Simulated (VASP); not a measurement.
The system is Yb.

```
CELL_PARAMETERS angstrom
3.88175 0.00000 0.00000
-1.94087 3.36169 0.00000
0.00000 0.00000 6.34019
ATOMIC_POSITIONS crystal
Yb 0.33333 0.66667 0.75000
Yb 0.66667 0.33333 0.25000
```

* Program: VASP 6.6.1
* Task: relaxation of cell and atoms
* Functional: PBE
* Potentials or basis: VASP PAW PBE potentials, release 64 (Yb)
* Cutoff: 600 eV
* k mesh: 6 × 6 × 4
* Occupations: gaussian, width 0.05 eV
* Spin: no spin polarisation
* Hubbard terms: Yb f U = 6.0 eV

At the start: pressure -0.1 GPa; volume 41.37 Å³/atom.

Task: Where does the relaxation end?

Result: Over 9 steps the energy falls by 3.0 meV/atom and the volume is 41.00 Å³/atom (-0.9 %); space group P6_3/mmc (No. 194, to 0.05 Å).

The path:
```
step  energy change (eV)  largest force (eV/Å)  pressure (GPa)  volume (Å³)
   1              0.0000                0.0000           -0.11        82.73
   2             -0.0035                0.0000            0.22        82.41
   3             -0.0047                0.0000            0.14        82.25
   4             -0.0060                0.0000            0.81        81.93
   5             -0.0057                0.0000           -0.39        82.06
   6             -0.0059                0.0000            1.61        81.98
   7             -0.0058                0.0000           -0.08        82.02
   8             -0.0058                0.0000           -0.02        82.01
   9             -0.0059                0.0000            0.07        82.00
```

Final structure:
```
CELL_PARAMETERS angstrom
3.90413 0.00000 0.00000
-1.95207 3.38108 0.00000
0.00000 0.00000 6.21223
ATOMIC_POSITIONS crystal
Yb 0.33333 0.66667 0.75000
Yb 0.66667 0.33333 0.25000
```

Caveat: U without spin polarisation on a metal has little footing.
